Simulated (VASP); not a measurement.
# SnTe (Fm-3m) in VASP: single point with HSE06

Aim: the single point of SnTe with HSE06.

Program: VASP 6.6.1. These are calculated values, not measurements. Logs are shortened: lines on timing, memory, paths and dates and some standing lists are left out, and cuts for length are marked.

## 1. The cell of the first run

Symmetry: Fm-3m, No. 225, cubic system. Conventional cell: a = 6.379 Å, b = 6.379 Å, c = 6.379 Å, α = 90.00°, β = 90.00°, γ = 90.00°. Within 4.2 Å of Sn (site symmetry m-3m) lie 6 Te at 3.19 Å. Within 4.2 Å of Te (site symmetry m-3m) lie 6 Sn at 3.19 Å.

## 2. Single point, HSE06

File POSCAR:

```
SnTe
1.0
    0.0000000000      3.1893303349      3.1893303349
    3.1893303349      0.0000000000      3.1893303349
    3.1893303349      3.1893303349      0.0000000000
Sn Te
1 1
Direct
    0.0000000000      0.0000000000      0.0000000000
    0.5000000000      0.5000000000      0.5000000000
```

File INCAR.step1:

```
PREC     = Accurate       # precision mode
ENCUT    = 520            # plane-wave cutoff, eV
EDIFF    = 1E-5           # SCF threshold, eV
ISMEAR   = -1             # smearing method
SIGMA    = 0.02           # smearing width, eV
LREAL    = False          # projectors in reciprocal space
LASPH    = True           # aspherical terms in the spheres
NELM     = 80             # most SCF steps
ALGO     = Normal         # electronic algorithm
ISIF     = 2              # what is computed and relaxed
LWAVE    = True           # write WAVECAR
GGA      = PE             # functional
NBANDS   = 17             # bands
```

File INCAR.step2:

```
PREC     = Accurate       # precision mode
ENCUT    = 520            # plane-wave cutoff, eV
EDIFF    = 1E-7           # SCF threshold, eV
ISMEAR   = -1             # smearing method
SIGMA    = 0.02           # smearing width, eV
LREAL    = False          # projectors in reciprocal space
LASPH    = True           # aspherical terms in the spheres
NELM     = 80             # most SCF steps
ALGO     = Normal         # electronic algorithm
ISIF     = 2              # what is computed and relaxed
LWAVE    = False          # write WAVECAR
LCHARG   = True           # write CHGCAR
GGA      = PE             # functional
LHFCALC  = True           # exact exchange
HFSCREEN = 0.2079         # screening, 1/A
PRECFOCK = Normal       
LELF     = True           # ELF
LVHAR    = True         
ISTART   = 1            
NBANDS   = 17             # bands
```

File KPOINTS:

```
regular mesh
0
Gamma
  6 6 6
```

Potentials or basis: VASP PAW PBE potentials, release 64 (Sn_d, Te).

Launch:

```sh
$ cat potpaw_PBE.64/Sn_d/POTCAR potpaw_PBE.64/Te/POTCAR > POTCAR
$ cp INCAR.step1 INCAR
$ mpirun -np 1 vasp_std > vasp.out
$ cp INCAR.step2 INCAR
$ mpirun -np 1 vasp_std > vasp.out
```

OUTCAR:

```text
PREC = Accurate
   ENCUT = 520
   EDIFF = 1E-7
   ISMEAR = -1
   LREAL = False
   LASPH = True
   NELM = 80
   ISIF = 2
   GGA = PE
   LHFCALC = True
   HFSCREEN = 0.2079
   PRECFOCK = Normal
   ISTART = 1

 ion  position               nearest neighbor table
   1  0.000  0.000  0.000-   2 3.19   2 3.19   2 3.19   2 3.19   2 3.19   2 3.19
   2  0.500  0.500  0.500-   1 3.19   1 3.19   1 3.19   1 3.19   1 3.19   1 3.19

  LATTYP: Found a face centered cubic cell.
 ALAT       =     6.3786606698

  Lattice vectors:

 A1 = (   0.0000000000,   3.1893303349,   3.1893303349)
 A2 = (   3.1893303349,   0.0000000000,   3.1893303349)
 A3 = (   3.1893303349,   3.1893303349,   0.0000000000)

Analysis of symmetry for initial positions (statically):
=====================================================================
 Subroutine PRICEL returns:
 Original cell was already a primitive cell.

 Routine SETGRP: Setting up the symmetry group for a
 face centered cubic supercell.

 Subroutine GETGRP returns: Found 48 space group operations
 (whereof 48 operations were pure point group operations)
 out of a pool of 48 trial point group operations.

The static configuration has the point symmetry O_h .

Analysis of symmetry for dynamics (positions and initial velocities):
=====================================================================
 Subroutine PRICEL returns:
 Original cell was already a primitive cell.

 Routine SETGRP: Setting up the symmetry group for a
 face centered cubic supercell.

 Subroutine GETGRP returns: Found 48 space group operations
 (whereof 48 operations were pure point group operations)
 out of a pool of 48 trial point group operations.

The dynamic configuration has the point symmetry O_h .

 Subroutine INISYM returns: Found 48 space group operations
 (whereof 48 operations are pure point group operations),
 and found     1 'primitive' translations

----------------------------------------------------------------------------------------

                                     Primitive cell

  volume of cell :      64.8826

  direct lattice vectors                    reciprocal lattice vectors
[... 80 lines left out ...]
   EDIFFG = 0.1E-05   stopping-criterion for IOM
   NSW    =      0    number of steps for IOM
   IBRION =     -1    ionic relax: 0-MD 1-quasi-New 2-CG
   NFREE  =      0    steps in history (QN), initial steepest desc. (CG)
   ISIF   =      2    stress and relaxation
   ISYM   =      3    0-nonsym 1-usesym 2-fastsym
   POTIM  = 0.5000    time-step for ionic-motion
   TEBEG  =    0.0;   TEEND  =   0.0 temperature during run
   PSTRESS=    0.0 pullay stress
   NELECT =      20.0000    total number of electrons
   NUPDOWN=      -1.0000    fix difference up-down
   EMIN   =  10.00;   EMAX   =-10.00  energy-range for DOS
   EFERMI =   0.00;   METHOD = LEGACY
   ISMEAR =    -1;   SIGMA  =   0.02  broadening in eV -4-tet -1-fermi 0-gaus
   EFERMI_NEDOS =   21; number of points for ismear=-14 and -15
   IALGO  =     38    algorithm
   IMIX   =      1    mixing-type and parameters
     AMIX     =   0.40;   BMIX     =  1.00
     AMIX_MAG =   1.60;   BMIX_MAG =  1.00
  volume/ion in A,a.u.               =      32.44       218.92
  Fermi-wavevector in a.u.,A,eV,Ry     =   1.105882  2.089813 16.639575  1.222974
  Thomas-Fermi vector in A             =   2.242375
   LORBIT       =      0    0 simple, 1 ext, 2 COOP (PROOUT), +10 PAW based schemes
   GGA     = PE    functional components
   LHFCALC =     T    Hartree Fock is set to
   PRECFOCK=normal    Normal, Fast or Accurate (Low or Medium for compatibility)
   ENCUT4O =  -1.0   cutoff for four orbital integrals eV
   NKREDX  =     1    reduce k-point grid by
   NKREDY  =     1    reduce k-point grid by
   NKREDZ  =     1    reduce k-point grid by
   AEXX    =    0.2500 exact exchange contribution
   HFSCREEN=    0.2079 screening length (either q_TF or 0.3 A-1)
   HFSCREENC=   0.2079 screening length for correlation (either q_TF or 0.3 A-1)
   ENCUTFOCK=  -1.0 apply spherical cutoff to Coloumb kernel
   IVDW    =     0    specifies the selected vdW correction
   LEPSILON=     F    determine dielectric tensor
   LRPA    =     F    only Hartree local field effects (RPA)
 non-spin polarized calculation
  energy-cutoff  :      520.00
  volume of cell :       64.88
 maximum number of plane-waves:      1807
 NGX is ok and might be reduce to    36
  NGX = 28; NGY = 28; NGZ = 28

 number of electron      20.0000002 magnetization

 Free energy of the ion-electron system (eV)
  ---------------------------------------------------
  ext. energy  EPLUGINS =         0.00000000
  ---------------------------------------------------
  free energy    TOTEN  =        -9.03007840 eV

  energy without entropy =       -9.03002303  energy(sigma->0) =       -9.03005072

 E-fermi :   6.5128     XC(G=0):  -7.7913

 val. band max:        6.4110512719   @ k =   0.5000   0.0000   0.0000
 cond. band min:       6.6145432307   @ k =   0.5000   0.0000   0.0000
 fundamental gap:      0.2034919588
 Fermi energy:         6.5127972504

 k-point     1 :       0.0000    0.0000    0.0000
  band No.  band energies     occupation
      1     -17.8947      2.00000
      2     -17.8947      2.00000
      3     -17.8852      2.00000
      4     -17.8852      2.00000
      5     -17.8852      2.00000
      6      -7.5631      2.00000
[... 297 lines left out ...]
      4     -17.8792      2.00000
      5     -17.8759      2.00000
      6      -5.8281      2.00000
[... 9 lines left out ...]
     16      16.9877      0.00000
     17      18.2949      0.00000

------------------------ aborting loop because EDIFF is reached ----------------------------------------

  FORCE on cell =-STRESS in cart. coord.  units (eV):
  Direction    XX          YY          ZZ          XY          YZ          ZX
  --------------------------------------------------------------------------------------
  -------------------------------------------------------------------------------------
  Total       -0.2080452     -0.2080452     -0.2080452      0.0000000      0.0000000      0.0000000
  in kB       -5.1373580     -5.1373580     -5.1373580      0.0000000      0.0000000      0.0000000
  external PRESSURE =      -5.1373580 kB  Pullay stress =       0.0000000 kB

 VOLUME and BASIS-vectors are now :
 -----------------------------------------------------------------------------
  energy-cutoff  :      520.00
  volume of cell :       64.88
      direct lattice vectors                 reciprocal lattice vectors
     0.000000000  3.189330335  3.189330335    -0.156772723  0.156772723  0.156772723
     3.189330335  0.000000000  3.189330335     0.156772723 -0.156772723  0.156772723
     3.189330335  3.189330335  0.000000000     0.156772723  0.156772723 -0.156772723

 POSITION                                       TOTAL-FORCE (eV/Angst)
 -----------------------------------------------------------------------------------
      0.00000      0.00000      0.00000        -0.000000     -0.000000     -0.000000
      3.18933      3.18933      3.18933         0.000000      0.000000      0.000000
 -----------------------------------------------------------------------------------
    total drift:                               -0.000000     -0.000000     -0.000000

  FREE ENERGIE OF THE ION-ELECTRON SYSTEM (eV)
  ---------------------------------------------------
  free  energy   TOTEN  =        -9.0300784043 eV

  energy  without entropy=       -9.0300230335  energy(sigma->0) =       -9.03005072
```

OUTCAR.step1:

```text
PREC = Accurate
   ENCUT = 520
   EDIFF = 1E-5
   ISMEAR = -1
   LREAL = False
[... 531 lines left out ...]
      0.00000      0.00000      0.00000         0.000000      0.000000     -0.000000
      3.18933      3.18933      3.18933         0.000000      0.000000      0.000000
 -----------------------------------------------------------------------------------
    total drift:                               -0.000000      0.000000      0.000000

  FREE ENERGIE OF THE ION-ELECTRON SYSTEM (eV)
  ---------------------------------------------------
  free  energy   TOTEN  =        -7.5627391323 eV

  energy  without entropy=       -7.5617233553  energy(sigma->0) =       -7.56223124
```

It took 2.1 h on 1 thread of Intel Xeon Platinum 8259CL at 2.50GHz (Skylake/Cascade Lake), shared host; peak memory 0.34 GiB.

Results:

| Property | Result |
| --- | --- |
| Free energy | -9.0301 eV |
| Pressure | -0.5 GPa |
| Band gap on the k mesh | 0.20 eV |

Levels at points of the mesh, in eV from the valence-band top:
```tsv
k point	band 6	band 7	band 8	band 9	band 10	band 11	band 12	band 13	band 14	band 15
(0.00, 0.00, 0.00)	-13.97	-5.24	-2.44	-2.44	-2.44	3.80	3.80	3.80	5.22	5.22
(0.50, 0.00, 0.00)	-12.62	-9.15	-2.10	-2.10	0.00	0.20	0.60	0.60	8.31	9.28
(0.50, 0.50, 0.00)	-12.31	-7.13	-6.09	-4.13	-4.13	2.56	5.41	5.41	6.89	9.54
```

Caveat: the PAW data sets were made with another functional, which shifts forces and pressure a little; spin-orbit coupling is left out, which moves the levels of the heavy elements. A k mesh can miss the band edges.
